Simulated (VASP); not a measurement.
# PtS2 in VASP: a series of runs, part 2 of 2

VASP 6.6.1. The steps go on from the part before.

## Step 5: Single point, PBEsol (equal xy, yz and zx engineering shears of +0.5 %)

The input, INCAR:

```
PREC = Accurate
ENCUT = 520
EDIFF = 1E-7
ISMEAR = 0
SIGMA = 0.01
LREAL = False
LASPH = True
NELM = 60
ALGO = Normal
ISIF = 2
LWAVE = False
LCHARG = False
GGA = PS
NBANDS = 18
```

The input, KPOINTS:

```
Automatic mesh
0
Gamma
  10 10 6
```

The input, POSCAR:

```
PtS2
1.0
    3.5733777869      0.0089334445      0.0089334445
   -1.7789523036      3.0901692185      0.0032698676
    0.0118427682      0.0118427682      4.7371073000
Pt S
1 2
Direct
    0.0000000000      0.0000000000      0.0000000000
    0.3318293520      0.6650322401      0.2522886114
    0.6681706480      0.3349677599      0.7477113886
```

On the command line:

```console
$ cat potpaw_PBE.64/Pt/POTCAR potpaw_PBE.64/S/POTCAR > POTCAR
$ mpirun -np 1 vasp_std > vasp.out
```

It took 7.5 min on 1 thread of Oxide Virtual Turin-like, shared host; peak memory 0.35 GiB.

The run converged. Its results:

```yaml
Free_energy: -16.9969 eV
Pressure: -0.2 GPa
Largest_force: 0.023 eV/Å
Band_gap_on_the_k_mesh: 0.16 eV (least direct gap 0.87 eV)
```

Forces in eV/Å, atoms in the order of the input:
```
Pt   0.000  0.000  0.000
S    0.000  0.000 -0.023
S    0.000  0.000  0.023
```

Stress tensor (GPa, compression positive):
```
-0.19 -0.29 -0.09
-0.29 -0.42 -0.20
-0.09 -0.20  0.01
```

Levels at points of the mesh, in eV from the valence-band top:
```csv
k point,band 8,band 9,band 10,band 11,band 12,band 13,band 14,band 15
"(0.00, 0.00, 0.00)",-2.41,-1.55,-1.52,0.00,1.38,1.41,3.68,5.00
"(0.50, 0.00, 0.00)",-3.92,-3.58,-3.50,-2.90,0.87,2.34,5.22,6.22
"(0.00, 0.50, 0.00)",-3.94,-3.58,-3.49,-2.89,0.89,2.36,5.18,6.17
"(0.50, 0.50, 0.00)",-3.93,-3.58,-3.49,-2.89,0.89,2.35,5.16,6.14
"(0.00, 0.00, 0.50)",-3.21,-2.00,-1.95,-1.44,2.32,2.36,5.17,6.78
"(0.50, 0.00, 0.50)",-3.60,-3.23,-3.20,-1.56,1.00,1.73,4.80,5.03
"(0.00, 0.50, 0.50)",-3.59,-3.22,-3.22,-1.54,0.98,1.71,4.83,5.02
"(0.50, 0.50, 0.50)",-3.60,-3.24,-3.20,-1.54,0.98,1.73,4.80,5.00
```

Caveat: the cell differs from its parent crystal (equal xy, yz and zx engineering shears of +0.5 %); the PAW data sets were made with another functional, which shifts forces and pressure a little; spin-orbit coupling is left out, which moves the levels of the heavy elements. A k mesh can miss the band edges.

## Step 6: Single point, PBEsol, non-collinear spin, zero start, spin-orbit coupling

This run uses another cell than the first one, of 17.46 Å³/atom.

The input, INCAR:

```
SYSTEM = PtS2
ALGO = Normal
EDIFF = 1E-7
ENCUT = 520
GGA = PS
GGA_COMPAT = .FALSE.
ISIF = 2
ISMEAR = -1
LASPH = .TRUE.
LCHARG = .FALSE.
LMAXMIX = 4
LORBIT = 11
LORBMOM = .TRUE.
LREAL = .FALSE.
LSORBIT = .TRUE.
LWAVE = .FALSE.
MAGMOM = 0 0 0 0 0 0 0 0 0
NBANDS = 35
NELM = 150
PREC = Accurate
SIGMA = 0.01
```

The input, KPOINTS:

```
k-points
0
G
  10 10 6
  0 0 0
```

The input, POSCAR:

```
PtS2
1.0
    3.5733777869      0.0000000000      0.0000000000
   -1.7866888934      3.0946359408      0.0000000000
    0.0000000000      0.0000000000      4.7371073000
Pt S
1 2
Direct
    0.0000000000      0.0000000000      0.0000000000
    0.3333333333      0.6666666667      0.2524636773
    0.6666666667      0.3333333333      0.7475363227
```

Potentials or basis: VASP PAW PBE potentials, release 64 (Pt, S).

On the command line:

```console
$ cat potpaw_PBE.64/Pt/POTCAR potpaw_PBE.64/S/POTCAR > POTCAR
$ mpirun -np 1 vasp_ncl > vasp.out
```

OUTCAR:

```text
SYSTEM = PtS2
   EDIFF = 1E-7
   ENCUT = 520
   GGA = PS
   ISIF = 2
   ISMEAR = -1
   LASPH = .TRUE.
   LORBIT = 11
   LREAL = .FALSE.
   LSORBIT = .TRUE.
   NELM = 150
   PREC = Accurate

 ion  position               nearest neighbor table
   1  0.000  0.000  0.000-   2 2.38   3 2.38   2 2.38   3 2.38   3 2.38   2 2.38
   2  0.333  0.667  0.252-   1 2.38   1 2.38   1 2.38
   3  0.667  0.333  0.748-   1 2.38   1 2.38   1 2.38

  LATTYP: Found a hexagonal cell.
 ALAT       =     3.5733777869
 C/A-ratio  =     1.3256665213

  Lattice vectors:

 A1 = (   3.5733777869,   0.0000000000,   0.0000000000)
 A2 = (  -1.7866888934,   3.0946359408,   0.0000000000)
 A3 = (   0.0000000000,   0.0000000000,   4.7371073000)

Analysis of symmetry for initial positions (statically):
=====================================================================
 Subroutine PRICEL returns:
 Original cell was already a primitive cell.

 Routine SETGRP: Setting up the symmetry group for a
 hexagonal supercell.

 Subroutine GETGRP returns: Found 12 space group operations
 (whereof 12 operations were pure point group operations)
 out of a pool of 24 trial point group operations.

The static configuration has the point symmetry D_3d.

Analysis of symmetry for dynamics (positions and initial velocities):
=====================================================================
 Subroutine PRICEL returns:
 Original cell was already a primitive cell.

 Routine SETGRP: Setting up the symmetry group for a
 hexagonal supercell.

 Subroutine GETGRP returns: Found 12 space group operations
 (whereof 12 operations were pure point group operations)
 out of a pool of 24 trial point group operations.

The dynamic configuration has the point symmetry D_3d.

Analysis of structural, dynamic, and magnetic symmetry:
=====================================================================
 Subroutine PRICEL returns:
 Original cell was already a primitive cell.

 Routine SETGRP: Setting up the symmetry group for a
 hexagonal supercell.

 Subroutine GETGRP returns: Found 12 space group operations
 (whereof 12 operations were pure point group operations)
 out of a pool of 24 trial point group operations.

The overall configuration has the point symmetry D_3d.

 Subroutine INISYM returns: Found 12 space group operations
 (whereof 12 operations are pure point group operations),
 and found     1 'primitive' translations

----------------------------------------------------------------------------------------

                                     Primitive cell

  volume of cell :      52.3844

  direct lattice vectors                    reciprocal lattice vectors
     3.573377787  0.000000000  0.000000000     0.279847265  0.161569894  0.000000000
    -1.786688893  3.094635941  0.000000000     0.000000000  0.323139787  0.000000000
     0.000000000  0.000000000  4.737107300     0.000000000  0.000000000  0.211099293

  length of vectors
     3.573377787  3.573377787  4.737107300     0.323139787  0.323139787  0.211099293

  position of ions in fractional coordinates (direct lattice)
     0.000000000  0.000000000  0.000000000
     0.333333333  0.666666667  0.252463677
[... 1034 lines left out ...]
  Direction    XX          YY          ZZ          XY          YZ          ZX
  --------------------------------------------------------------------------------------
  -------------------------------------------------------------------------------------
  Total       -0.0822936     -0.0822936      0.0894845     -0.0000000      0.0000000     -0.0000000
  in kB       -2.5169534     -2.5169534      2.7368870     -0.0000000      0.0000000     -0.0000000
  external PRESSURE =      -0.7656733 kB  Pullay stress =       0.0000000 kB

 VOLUME and BASIS-vectors are now :
 -----------------------------------------------------------------------------
  energy-cutoff  :      520.00
  volume of cell :       52.38
      direct lattice vectors                 reciprocal lattice vectors
     3.573377787  0.000000000  0.000000000     0.279847265  0.161569894  0.000000000
    -1.786688893  3.094635941  0.000000000     0.000000000  0.323139787  0.000000000
     0.000000000  0.000000000  4.737107300     0.000000000  0.000000000  0.211099293

 POSITION                                       TOTAL-FORCE (eV/Angst)
 -----------------------------------------------------------------------------------
      0.00000      0.00000      0.00000         0.000000      0.000000      0.000000
     -0.00000      2.06309      1.19595         0.000000     -0.000000     -0.002918
      1.78669      1.03155      3.54116        -0.000000      0.000000      0.002918
 -----------------------------------------------------------------------------------
    total drift:                                0.000000     -0.000000      0.000000

  FREE ENERGIE OF THE ION-ELECTRON SYSTEM (eV)
  ---------------------------------------------------
  free  energy   TOTEN  =       -17.3802872663 eV

  energy  without entropy=      -17.3802871908  energy(sigma->0) =      -17.38028723

 orbital moment (x)

 # of ion     p       d       tot
 ----------------------------------------
  1         0.000   0.000   0.000
  2        -0.000   0.000  -0.000
  3        -0.000   0.000  -0.000
 ----------------------------------------
           -0.000   0.000  -0.000

 orbital moment (y)

 # of ion     p       d       tot
 ----------------------------------------
  1        -0.000   0.000  -0.000
  2        -0.000   0.000  -0.000
  3        -0.000   0.000  -0.000
 ----------------------------------------
           -0.000   0.000  -0.000

 orbital moment (z)

 # of ion     p       d       tot
 ----------------------------------------
  1        -0.000  -0.000  -0.000
  2         0.000   0.000   0.000
  3         0.000   0.000   0.000
 ----------------------------------------
           -0.000  -0.000  -0.000

 Spin-Orbit-Coupling matrix elements

 Ion:    1  E_soc:     -0.7647124
 l=   1
     0.0000000    -0.0351043    -0.0371711
    -0.0351043     0.0000000    -0.0351043
    -0.0371711    -0.0351043     0.0000000
 l=   2
     0.0000000    -0.0205051     0.0000000    -0.0205051    -0.0691550
    -0.0205051     0.0000000    -0.0496538    -0.0244936    -0.0205051
     0.0000000    -0.0496538     0.0000000    -0.0496538     0.0000000
    -0.0205051    -0.0244936    -0.0496538     0.0000000    -0.0205051
    -0.0691550    -0.0205051     0.0000000    -0.0205051     0.0000000
 l=   3
     0.0000000     0.0000000     0.0000000     0.0000000     0.0000000     0.0000000     0.0000000
     0.0000000     0.0000000     0.0000000     0.0000000     0.0000000     0.0000000     0.0000000
     0.0000000     0.0000000     0.0000000     0.0000000     0.0000000     0.0000000     0.0000000
     0.0000000     0.0000000     0.0000000     0.0000000     0.0000000     0.0000000     0.0000000
[... 29 lines left out ...]
 l=   2
     0.0000000     0.0000000     0.0000000     0.0000000     0.0000000
     0.0000000     0.0000000     0.0000000     0.0000000     0.0000000
     0.0000000     0.0000000     0.0000000     0.0000000     0.0000000
     0.0000000     0.0000000     0.0000000     0.0000000     0.0000000
     0.0000000     0.0000000     0.0000000     0.0000000     0.0000000
 l=   3
     0.0000000     0.0000000     0.0000000     0.0000000     0.0000000     0.0000000     0.0000000
     0.0000000     0.0000000     0.0000000     0.0000000     0.0000000     0.0000000     0.0000000
     0.0000000     0.0000000     0.0000000     0.0000000     0.0000000     0.0000000     0.0000000
     0.0000000     0.0000000     0.0000000     0.0000000     0.0000000     0.0000000     0.0000000
     0.0000000     0.0000000     0.0000000     0.0000000     0.0000000     0.0000000     0.0000000
     0.0000000     0.0000000     0.0000000     0.0000000     0.0000000     0.0000000     0.0000000
     0.0000000     0.0000000     0.0000000     0.0000000     0.0000000     0.0000000     0.0000000

 total charge

# of ion       s       p       d       tot
------------------------------------------
    1        0.698   0.805   7.974   9.477
    2        1.359   2.247   0.000   3.606
    3        1.359   2.247   0.000   3.606
--------------------------------------------------
tot          3.416   5.299   7.974  16.689

 magnetization (x)

# of ion       s       p       d       tot
------------------------------------------
    1       -0.000   0.000   0.000   0.000
    2        0.000   0.000   0.000   0.000
    3        0.000   0.000   0.000   0.000
--------------------------------------------------
tot          0.000   0.000   0.000   0.000

 magnetization (y)

# of ion       s       p       d       tot
------------------------------------------
    1        0.000   0.000  -0.000  -0.000
    2        0.000   0.000   0.000   0.000
    3        0.000  -0.000   0.000  -0.000
--------------------------------------------------
tot          0.000  -0.000  -0.000  -0.000

 magnetization (z)

# of ion       s       p       d       tot
------------------------------------------
    1        0.000   0.000   0.000   0.000
    2        0.000   0.000   0.000   0.000
    3        0.000   0.000   0.000   0.000
--------------------------------------------------
tot          0.000   0.000   0.000   0.000
```

OSZICAR:

```text
N       E                     dE             d eps       ncg     rms          rms(c)
DAV:   1     0.117737275274E+03    0.11774E+03   -0.10219E+04  5080   0.114E+03
DAV:   2    -0.112790203870E+02   -0.12902E+03   -0.12176E+03  5892   0.238E+02
DAV:   3    -0.186434074798E+02   -0.73644E+01   -0.72398E+01  6234   0.548E+01
DAV:   4    -0.187512653122E+02   -0.10786E+00   -0.10769E+00  6229   0.748E+00
DAV:   5    -0.187532096837E+02   -0.19444E-02   -0.19439E-02  6223   0.992E-01    0.203E+01
DAV:   6    -0.176432884389E+02    0.11099E+01   -0.53634E+00  5251   0.254E+01    0.134E+01
DAV:   7    -0.174134045304E+02    0.22988E+00   -0.10576E+00  5243   0.113E+01    0.638E+00
DAV:   8    -0.173886077433E+02    0.24797E-01   -0.80103E-02  5930   0.170E+00    0.239E+00
DAV:   9    -0.173805787750E+02    0.80290E-02   -0.10241E-02  5928   0.115E+00    0.561E-01
DAV:  10    -0.173802527867E+02    0.32599E-03   -0.28320E-03  6084   0.398E-01    0.170E-01
DAV:  11    -0.173802804541E+02   -0.27667E-04   -0.26851E-04  5770   0.125E-01    0.721E-02
DAV:  12    -0.173802866450E+02   -0.61909E-05   -0.11442E-05  6196   0.353E-02    0.284E-02
DAV:  13    -0.173802871767E+02   -0.53174E-06   -0.17459E-06  5723   0.114E-02    0.135E-02
DAV:  14    -0.173802872663E+02   -0.89548E-07   -0.79112E-07  6013   0.676E-03
   1 F= -.17380287E+02 E0= -.17380287E+02  d E =-.754261E-07  mag=    -0.0000    -0.0000    -0.0000
```

stdout:

```text
POSCAR found type information on POSCAR PtS
 POSCAR found :  2 types and       3 ions
 scaLAPACK will be used
 -----------------------------------------------------------------------------
|                                                                             |
|                                                                             |
|     You enforced a specific xc type in the INCAR file but a different       |
|     I HOPE YOU KNOW WHAT YOU ARE DOING!                                     |
|                                                                             |
 -----------------------------------------------------------------------------

 LDA part: xc-table for (Slater+PW92), standard interpolation
 POSCAR, INCAR and KPOINTS ok, starting setup
 FFT: planning ... GRIDC
 FFT: planning ... GRID_SOFT
 FFT: planning ... GRID
 WAVECAR not read
 entering main loop
```

Run time: 4.8 min. Hardware: 1 thread of Oxide Virtual Turin-like, shared host; peak memory 0.36 GiB.

Results:

```yaml
Free_energy: -17.3803 eV
Pressure: -0.1 GPa
Net_moment: 0.00 μB per cell
Valence_electrons_inside_the_program's_atomic_spheres: Pt 9.48; S 3.61
```

Forces in eV/Å, atoms in the order of the input:
```
Pt   0.000  0.000  0.000
S    0.000  0.000 -0.003
S    0.000  0.000  0.003
```

Stress tensor (GPa, compression positive):
```
-0.25  0.00  0.00
 0.00 -0.25  0.00
 0.00  0.00  0.27
```

Moments on the atoms (μB; x, y, z):
```
Pt  0.00 0.00 0.00
S   0.00 0.00 0.00
S   0.00 0.00 0.00
```

Caveat: the PAW data sets were made with another functional, which shifts forces and pressure a little.

## Step 7: Summary

| level | spin | cell | k mesh | smearing | gap on the mesh (eV) | pressure (GPa) | largest force (eV/Å) |
| --- | --- | --- | --- | --- | --- | --- | --- |
| PBEsol | off | a = 3.591, b = 3.591, c = 4.761 Å, angles 90.0, 90.0, 120.0°, 3 atoms, atomic positions A | 10 × 10 × 6 | gaussian 0.01 eV | 0.21 | -1.3 | 0.02 |
| PBEsol+D3(BJ) | off | a = 3.573, b = 3.573, c = 4.737 Å, angles 90.0, 90.0, 120.0°, 3 atoms, atomic positions B | 10 × 10 × 6, shifted | gaussian 0.01 eV | 0.29 | -3.8 | 0.03 |
| PBEsol | off | a = 3.573, b = 3.581, c = 4.737 Å, angles 90.1, 90.3, 120.2°, 3 atoms, atomic positions C | 10 × 10 × 6 | gaussian 0.01 eV | 0.17 | -0.2 | 0.02 |
| PBEsol | off | a = 3.573, b = 3.566, c = 4.737 Å, angles 89.9, 89.7, 119.8°, 3 atoms, atomic positions D | 10 × 10 × 6 | gaussian 0.01 eV | 0.16 | -0.2 | 0.02 |
| PBEsol | non-collinear, zero start, SOC | a = 3.573, b = 3.573, c = 4.737 Å, angles 90.0, 90.0, 120.0°, 3 atoms, atomic positions B | 10 × 10 × 6 | fermi-dirac 0.01 eV | - | -0.1 | - |

Alike in all rows: task single point; potentials or basis VASP PAW PBE potentials, release 64 (Pt, S); cutoff (eV) 520.

Caveats: the PAW data sets were made with another functional, which shifts forces and pressure a little; spin-orbit coupling is left out, which moves the levels of the heavy elements (at least some runs); three body term missing (at least some runs); the cell stands under tension (at least some runs); a shifted mesh leaves out Γ, where band edges can lie (at least some runs).

Absolute energies hang on the potentials; compare differences alone.
